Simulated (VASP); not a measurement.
# Mo in VASP: single point with PBE

Aim: the single point of Mo with PBE.

Program: VASP 6.6.1. These are calculated values, not measurements. Logs are shortened: lines on timing, memory, paths and dates and some standing lists are left out, and cuts for length are marked.

**1. The cell of the first run**

The cell holds a slab with vacuum, 16 atoms: a = 6.321 Å, b = 6.321 Å, c = 21.588 Å, α = 90.00°, β = 90.00°, γ = 90.00°.

**2. Single point, PBE**

Contents of INCAR:

```
PREC = Accurate ; ENCUT = 520
EDIFF = 1E-6 ; ISMEAR = 0
SIGMA = 0.1 ; LREAL = Auto
LASPH = T ; NELM = 80
ALGO = Normal ; ISIF = 2
LWAVE = F ; LCHARG = F
LDIPOL = T ; IDIPOL = 3
DIPOL = 0.5 0.5 0.294 ; GGA = PE
NBANDS = 126
```

Contents of KPOINTS:

```
regular mesh
0
Gamma
  4 4 1
```

Contents of POSCAR:

```
Mo
1.0
    6.3209357475      0.0000000000      0.0000000000
    0.0000000000      6.3209357475      0.0000000000
    0.0000000000      0.0000000000     21.5883894861
Mo
16
Direct
    0.2500000000      0.2500000000      0.1852847802
    0.2500000000      0.7500000000      0.1852847802
    0.7500000000      0.2500000000      0.1852847802
    0.7500000000      0.7500000000      0.1852847802
    0.0000000000      0.0000000000      0.2584831045
    0.0000000000      0.5000000000      0.2584831045
    0.5000000000      0.0000000000      0.2584831045
    0.5000000000      0.5000000000      0.2584831045
    0.2500000000      0.2500000000      0.3340309603
    0.2500000000      0.7500000000      0.3340309603
    0.7500000000      0.2500000000      0.3340309603
    0.7500000000      0.7500000000      0.3340309603
    0.0000000000      0.0000000000      0.3978244645
    0.0000000000      0.5000000000      0.3978244645
    0.5000000000      0.0000000000      0.3978244645
    0.5000000000      0.5000000000      0.3978244645
```

Potentials or basis: VASP PAW PBE potentials, release 64 (Mo_sv).

Started as:

```
cat potpaw_PBE.64/Mo_sv/POTCAR > POTCAR
mpirun -np 1 vasp_std > vasp.out
```

OUTCAR:

```text
PREC = Accurate
   ENCUT = 520
   EDIFF = 1E-6
   ISMEAR = 0
   LREAL = Auto
   LASPH = T
   NELM = 80
   ISIF = 2
   GGA = PE

 ion  position               nearest neighbor table
   1  0.250  0.250  0.185-   5 2.74   6 2.74   7 2.74   8 2.74   2 3.16   3 3.16   2 3.16   3 3.16
                             9 3.21
   2  0.250  0.750  0.185-   5 2.74   6 2.74   7 2.74   8 2.74   1 3.16   4 3.16   1 3.16   4 3.16
                            10 3.21
   3  0.750  0.250  0.185-   5 2.74   6 2.74   7 2.74   8 2.74   1 3.16   4 3.16   4 3.16   1 3.16
                            11 3.21
   4  0.750  0.750  0.185-   5 2.74   6 2.74   7 2.74   8 2.74   2 3.16   3 3.16   3 3.16   2 3.16
                            12 3.21
   5  0.000  0.000  0.258-   1 2.74   2 2.74   3 2.74   4 2.74   9 2.77  10 2.77  11 2.77  12 2.77
                            13 3.01   7 3.16   6 3.16   6 3.16   7 3.16
   6  0.000  0.500  0.258-   1 2.74   2 2.74   3 2.74   4 2.74   9 2.77  10 2.77  11 2.77  12 2.77
                            14 3.01   8 3.16   5 3.16   5 3.16   8 3.16
   7  0.500  0.000  0.258-   1 2.74   2 2.74   3 2.74   4 2.74   9 2.77  10 2.77  11 2.77  12 2.77
                            15 3.01   8 3.16   5 3.16   8 3.16   5 3.16
   8  0.500  0.500  0.258-   1 2.74   2 2.74   3 2.74   4 2.74   9 2.77  10 2.77  11 2.77  12 2.77
                            16 3.01   7 3.16   6 3.16   7 3.16   6 3.16
   9  0.250  0.250  0.334-  13 2.63  14 2.63  15 2.63  16 2.63   5 2.77   6 2.77   7 2.77   8 2.77
[... 22 lines left out ...]
 A1 = (   6.3209357475,   0.0000000000,   0.0000000000)
 A2 = (   0.0000000000,   6.3209357475,   0.0000000000)
 A3 = (   0.0000000000,   0.0000000000,  21.5883894861)

Analysis of symmetry for initial positions (statically):
=====================================================================
 Subroutine PRICEL returns following result:

  LATTYP: Found a simple tetragonal cell.
 ALAT       =     3.1604678737
 C/A-ratio  =     6.8307574538

  Lattice vectors:

 A1 = (   3.1604678737,   0.0000000000,   0.0000000000)
 A2 = (   0.0000000000,   3.1604678737,   0.0000000000)
 A3 = (   0.0000000000,   0.0000000000,  21.5883894861)

   4 primitive cells build up your supercell.

 Routine SETGRP: Setting up the symmetry group for a
 simple tetragonal supercell.

 Subroutine GETGRP returns: Found  8 space group operations
 (whereof  8 operations were pure point group operations)
 out of a pool of 16 trial point group operations.

The static configuration has the point symmetry C_4v.

Analysis of symmetry for dynamics (positions and initial velocities):
=====================================================================
 Subroutine PRICEL returns following result:

  LATTYP: Found a simple tetragonal cell.
 ALAT       =     3.1604678737
 C/A-ratio  =     6.8307574538

  Lattice vectors:

 A1 = (   3.1604678737,   0.0000000000,   0.0000000000)
 A2 = (   0.0000000000,   3.1604678737,   0.0000000000)
 A3 = (   0.0000000000,   0.0000000000,  21.5883894861)

   4 primitive cells build up your supercell.

 Routine SETGRP: Setting up the symmetry group for a
 simple tetragonal supercell.

 Subroutine GETGRP returns: Found  8 space group operations
 (whereof  8 operations were pure point group operations)
 out of a pool of 16 trial point group operations.

The dynamic configuration has the point symmetry C_4v.

 Subroutine INISYM returns: Found  8 space group operations
 (whereof  8 operations are pure point group operations),
 and found     4 'primitive' translations

----------------------------------------------------------------------------------------

                                     Primitive cell

  volume of cell :     215.6369

  direct lattice vectors                    reciprocal lattice vectors
     3.160467874  0.000000000  0.000000000     0.316408848  0.000000000  0.000000000
     0.000000000  3.160467874  0.000000000     0.000000000  0.316408848  0.000000000
     0.000000000  0.000000000 21.588389486     0.000000000  0.000000000  0.046321195

  length of vectors
     3.160467874  3.160467874 21.588389486     0.316408848  0.316408848  0.046321195

  position of ions in fractional coordinates (direct lattice)
     0.500000000  0.500000000  0.185284780
     0.000000000  0.000000000  0.258483105
     0.500000000  0.500000000  0.334030960
     0.000000000  0.000000000  0.397824464

  ion indices of the primitive-cell ions
   primitive index   ion index
                 1           1
                 2           5
                 3           9
                 4          13

----------------------------------------------------------------------------------------

 KPOINTS: regular mesh

Automatic generation of k-mesh.
 Grid dimensions read from file:
 generate k-points for:    4    4    1

 Generating k-lattice:

  Cartesian coordinates                     Fractional coordinates (reciprocal lattice)
     0.039551106  0.000000000  0.000000000     0.250000000  0.000000000  0.000000000
     0.000000000  0.039551106  0.000000000     0.000000000  0.250000000  0.000000000
     0.000000000  0.000000000  0.046321195     0.000000000  0.000000000  1.000000000

  Length of vectors
     0.039551106  0.039551106  0.046321195

  Shift w.r.t. Gamma in fractional coordinates (k-lattice)
     0.000000000  0.000000000  0.000000000

 Subroutine IBZKPT returns following result:
 ===========================================

 Found      6 irreducible k-points:

 Following reciprocal coordinates:
            Coordinates               Weight
  0.000000  0.000000  0.000000      1.000000
  0.250000  0.000000  0.000000      4.000000
  0.500000  0.000000  0.000000      2.000000
  0.250000  0.250000  0.000000      4.000000
  0.500000  0.250000  0.000000      4.000000
  0.500000  0.500000  0.000000      1.000000
   k-points           NKPTS =      6   k-points in BZ     NKDIM =      6   number of bands    NBANDS=    126
   number of dos      NEDOS =    301   number of ions     NIONS =     16
   total plane-waves  NPLWV = 373248
   dimension x,y,z NGX =    48 NGY =   48 NGZ =  162
   dimension x,y,z NGXF=    96 NGYF=   96 NGZF=  324
   ions per type =              16
   NGX,Y,Z   is equivalent  to a cutoff of  12.62, 12.62, 12.48 a.u.
   NGXF,Y,Z  is equivalent  to a cutoff of  25.25, 25.25, 24.95 a.u.
 SYSTEM =  unknown system
   PREC   = accura    normal or accurate (medium, high low for compatibility)
   ISTART =      0    job   : 0-new  1-cont  2-samecut
   ICHARG =      2    charge: 1-file 2-atom 10-const
   ISPIN  =      1    spin polarized calculation?
   LNONCOLLINEAR =      F non collinear calculations
   LSORBIT =      F    spin-orbit coupling
   LASPH  =      T    aspherical Exc in radial PAW
   ENCUT  =  520.0 eV  38.22 Ry    6.18 a.u.  11.75 11.75 40.14*2*pi/ulx,y,z
   NELM   =     80;   NELMIN=  2; NELMDL= -5     # of ELM steps
   EDIFF  = 0.1E-05   stopping-criterion for ELM
   LREAL  =      T    real-space projection
   EDIFFG = 0.1E-04   stopping-criterion for IOM
   NSW    =      0    number of steps for IOM
   IBRION =     -1    ionic relax: 0-MD 1-quasi-New 2-CG
   NFREE  =      0    steps in history (QN), initial steepest desc. (CG)
   ISIF   =      2    stress and relaxation
   ISYM   =      2    0-nonsym 1-usesym 2-fastsym
   POTIM  = 0.5000    time-step for ionic-motion
   TEBEG  =    0.0;   TEEND  =   0.0 temperature during run
   PSTRESS=    0.0 pullay stress
   NELECT =     224.0000    total number of electrons
   NUPDOWN=      -1.0000    fix difference up-down
   EMIN   =  10.00;   EMAX   =-10.00  energy-range for DOS
   EFERMI =   0.00;   METHOD = LEGACY
   ISMEAR =     0;   SIGMA  =   0.10  broadening in eV -4-tet -1-fermi 0-gaus
   EFERMI_NEDOS =   21; number of points for ismear=-14 and -15
   IALGO  =     38    algorithm
   IMIX   =      4    mixing-type and parameters
     AMIX     =   0.40;   BMIX     =  1.00
     AMIX_MAG =   1.60;   BMIX_MAG =  1.00
  volume/ion in A,a.u.               =      53.91       363.80
  Fermi-wavevector in a.u.,A,eV,Ry     =   1.044471  1.973765 14.842871  1.090920
  Thomas-Fermi vector in A             =   2.179225
   LORBIT       =      0    0 simple, 1 ext, 2 COOP (PROOUT), +10 PAW based schemes
   GGA     = PE    functional components
   LHFCALC =     F    Hartree Fock is set to
   AEXX    =    0.0000 exact exchange contribution
   IVDW    =     0    specifies the selected vdW correction
   LEPSILON=     F    determine dielectric tensor
   LRPA    =     F    only Hartree local field effects (RPA)
 non-spin polarized calculation
 Gauss-broadening in eV      SIGMA  =   0.10
  energy-cutoff  :      520.00
  volume of cell :      862.55
 maximum number of plane-waves:     23280
 NGX is ok and might be reduce to    48
   NGX = 23   NGY = 23   NGZ = 81

 dipolmoment           0.000000      0.000000      0.003164 electrons x Angstroem

 number of electron     224.0000046 magnetization

 dipolmoment           0.000000      0.000000     -0.008523 electrons x Angstroem

 Free energy of the ion-electron system (eV)
  ---------------------------------------------------
  ext. energy  EPLUGINS =         0.00000000
  ---------------------------------------------------
  free energy    TOTEN  =      -158.31034960 eV

  energy without entropy =     -158.21394859  energy(sigma->0) =     -158.26214910

 E-fermi :   0.9489     XC(G=0):  -4.9669

 val. band max:        0.9142714228   @ k =   0.2500   0.0000   0.0000
 cond. band min:       0.9756737025   @ k =   0.2500   0.0000   0.0000
 fundamental gap:      0.0614022797
 Fermi energy:         0.9488755868

 k-point     1 :       0.0000    0.0000    0.0000
  band No.  band energies     occupation
      1     -59.9861      2.00000
      2     -59.8293      2.00000
      3     -59.8293      2.00000
      4     -59.8141      2.00000
      5     -59.8092      2.00000
      6     -59.8054      2.00000
[... 751 lines left out ...]
    123       1.9693      0.00000
    124       1.9693      0.00000
 [bands above 124 left out]

------------------------ aborting loop because EDIFF is reached ----------------------------------------

 vacuum level on the upper side and lower side of the slab       (xc-potential included)        -0.175        -0.140

  FORCE on cell =-STRESS in cart. coord.  units (eV):
  Direction    XX          YY          ZZ          XY          YZ          ZX
  --------------------------------------------------------------------------------------
  -------------------------------------------------------------------------------------
  Total      -21.5989323    -21.5989323    -10.3159393      0.0000000      0.0000000      0.0000000
  in kB      -40.1199025    -40.1199025    -19.1618027      0.0000000      0.0000000      0.0000000
  external PRESSURE =     -33.1338693 kB  Pullay stress =       0.0000000 kB

 VOLUME and BASIS-vectors are now :
 -----------------------------------------------------------------------------
  energy-cutoff  :      520.00
  volume of cell :      862.55
      direct lattice vectors                 reciprocal lattice vectors
     6.320935748  0.000000000  0.000000000     0.158204424  0.000000000  0.000000000
     0.000000000  6.320935748  0.000000000     0.000000000  0.158204424  0.000000000
     0.000000000  0.000000000 21.588389486     0.000000000  0.000000000  0.046321195

 POSITION                                       TOTAL-FORCE (eV/Angst)
 -----------------------------------------------------------------------------------
      1.58023      1.58023      4.00000        -0.000000      0.000000      1.723924
      1.58023      4.74070      4.00000        -0.000000      0.000000      1.723924
      4.74070      1.58023      4.00000         0.000000     -0.000000      1.723924
      4.74070      4.74070      4.00000         0.000000     -0.000000      1.723924
      0.00000      0.00000      5.58023         0.000000     -0.000000     -1.794281
      0.00000      3.16047      5.58023         0.000000     -0.000000     -1.794281
[... 8 lines left out ...]
      3.16047      0.00000      8.58839        -0.000000     -0.000000      0.043729
      3.16047      3.16047      8.58839        -0.000000     -0.000000      0.043729
 -----------------------------------------------------------------------------------
    total drift:                                0.000000     -0.000000     -0.001035

  FREE ENERGIE OF THE ION-ELECTRON SYSTEM (eV)
  ---------------------------------------------------
  free  energy   TOTEN  =      -158.3103496023 eV

  energy  without entropy=     -158.2139485942  energy(sigma->0) =     -158.26214910

 vacuum level on the upper side and lower side of the slab         4.626         4.659
```

Wall time 22 min (1 thread of Intel Xeon Platinum 8559C (Emerald Rapids), shared host); peak memory 0.93 GiB.

What came out:

- Free energy: -158.3103 eV
- Largest force: 1.794 eV/Å
- Band gap on the k mesh: zero (bands 112 and 113 overlap by 0.23 eV)

Forces on the atoms (eV/Å):
```
Mo   0.000  0.000  1.724
Mo   0.000  0.000  1.724
Mo   0.000  0.000  1.724
Mo   0.000  0.000  1.724
Mo   0.000  0.000 -1.794
Mo   0.000  0.000 -1.794
Mo   0.000  0.000 -1.794
Mo   0.000  0.000 -1.794
Mo   0.000  0.000  0.027
Mo   0.000  0.000  0.027
Mo   0.000  0.000  0.027
Mo   0.000  0.000  0.027
Mo   0.000  0.000  0.044
Mo   0.000  0.000  0.044
Mo   0.000  0.000  0.044
Mo   0.000  0.000  0.044
```

Levels at points of the mesh, in eV from the Fermi level:
| k point | band 108 | band 109 | band 110 | band 111 | band 112 | band 113 | band 114 | band 115 | band 116 | band 117 |
| --- | --- | --- | --- | --- | --- | --- | --- | --- | --- | --- |
| (0.00, 0.00, 0.00) | -0.23 | -0.20 | -0.20 | -0.11 | 0.10 | 0.52 | 0.62 | 0.62 | 0.98 | 0.98 |
| (0.50, 0.00, 0.00) | -0.33 | -0.26 | -0.26 | -0.16 | -0.16 | -0.08 | -0.08 | 0.72 | 0.72 | 0.75 |
| (0.50, 0.50, 0.00) | -0.54 | -0.20 | -0.20 | -0.20 | -0.20 | -0.07 | -0.07 | -0.07 | -0.07 | 0.55 |
